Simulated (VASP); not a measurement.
Write the native input for VASP 6.6.1 that does the following.

| Quantity | Value |
| --- | --- |
| Task | single point |
| Functional | PBEsol |
| Potentials or basis | VASP PAW PBE potentials, release 64 (Sn_d, Se) |
| Cutoff | 520 eV |
| k mesh | 11 × 11 × 11 |
| Occupations | fermi-dirac, width 0.05 eV |
| Spin | no spin polarisation |
| Dipole correction | no |
| Further INCAR settings | ALGO = Normal; EDIFF = 1e-06; NBANDS = 17 |

The structure of SnSe lies in POSCAR:

```
SnSe
1.0
    0.0000000000      2.9495018222      2.9495018222
    2.9495018222      0.0000000000      2.9495018222
    2.9495018222      2.9495018222      0.0000000000
Sn Se
1 1
Direct
    0.0000000000      0.0000000000      0.0000000000
    0.5000000000      0.5000000000      0.5000000000
```

This cell differs from its parent crystal: volume scaled by 0.9405.

The input as run:

INCAR

```
SYSTEM = SnSe
ALGO = Normal
EDIFF = 1E-6
ENCUT = 520
GGA = PS
ISIF = 2
ISMEAR = -1
LASPH = .True.
LCHARG = .False.
LREAL = .False.
LWAVE = .False.
NBANDS = 17
NELM = 80
PREC = Accurate
SIGMA = 0.05
```

KPOINTS

```
k-points
0
Gamma
  11 11 11
  0 0 0
```

Potentials or basis: VASP PAW PBE potentials, release 64 (Sn_d, Se).

Launch:

```console
$ cat potpaw_PBE.64/Sn_d/POTCAR potpaw_PBE.64/Se/POTCAR > POTCAR
$ mpirun -np 1 vasp_std > vasp.out
```

It gave:

The pressure is 1.6 GPa.

Caveat: the PAW data sets were made with another functional, which shifts forces and pressure a little.

Wall time 36 s on 1 thread of Intel Xeon 8259CL, with other jobs on the host, peak memory 0.2 GiB.
